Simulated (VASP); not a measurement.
Input of a VASP 6.6.1 run:

File INCAR:

```
  PREC = Accurate
  ENCUT = 520
  EDIFF = 1E-7
  ISMEAR = -1
  SIGMA = 0.05
  LREAL = Auto
  LASPH = True
  NELM = 80
  ALGO = Normal
  ISIF = 2
  LWAVE = False
  LCHARG = False
  GGA = PE
  IVDW = 12
  NBANDS = 60
```

KPOINTS

```
regular mesh
0
Gamma
  1 1 1
```

The input POSCAR:

```
H16SO10
1.0
    6.3096690000      0.0000000000      0.0000000000
    0.0000000000      6.3096690000      0.0000000000
    0.0000000000      0.0000000000      6.3096690000
O H S
10 16 1
Direct
    0.6340744657      0.0940302891      0.5362880367
   -0.0538697038     -0.0139626976      0.1229541518
    0.1787415473      0.3693379161      0.1439219712
    0.6004910876      0.3475776622     -0.0824924414
    0.5155262503      0.9581168204      0.1301653066
    0.9294148394      0.4818002339      0.7235086341
    0.2342753637      0.1579480635      0.6641869803
    0.2828357557      0.6793541785      0.9027890370
    0.7411323795      0.5310896657      0.2919170562
    0.4063129144      0.6374977832      0.4524801539
    0.5559879607      0.1850651754      0.6317605567
    0.7722592104      0.1667440875      0.5481428582
   -0.0297638434      0.1405937459      0.1469649200
    0.0276718161     -0.0239315248     -0.0072428522
    0.1967298126      0.5022291978      0.0703840407
    0.1083892039      0.4244279692      0.2710760263
    0.4577894657      0.4043476766     -0.0947751776
    0.6299538058      0.4125256016      0.0652649133
    0.4595486705      1.0818792555      0.2113898526
    0.6674201135      0.9953929438      0.0886100364
    0.8946903554      0.4922603706      0.5779542477
    0.7989325589      0.4321304335      0.7947485042
    0.1379945604      0.2894605089      0.6660888234
    0.2718209149      0.1592159589      0.5195676667
    0.2351945879      0.7086108637      0.7513547858
    0.3454697861      0.8063497467      0.9746945521
    0.6252467443      0.6993076816      0.4064397039
```

Potentials or basis: VASP PAW PBE potentials, release 64 (O, H, S).

Command:

```bash
$ cat potpaw_PBE.64/O/POTCAR potpaw_PBE.64/H/POTCAR potpaw_PBE.64/S/POTCAR > POTCAR
$ mpirun -np 1 vasp_gam > vasp.out
```

**Question.** Estimate the band gap on the k mesh.

**Answer.** 2.99 eV.

**Question.** What does it give for the pressure?

**Answer.** 1.1 GPa.

Stress tensor (GPa, compression positive):
```
 1.43  0.35 -1.18
 0.35 -0.02 -0.29
-1.18 -0.29  1.75
```

Caveat: the k points lie up to 1.00 Å⁻¹ apart.
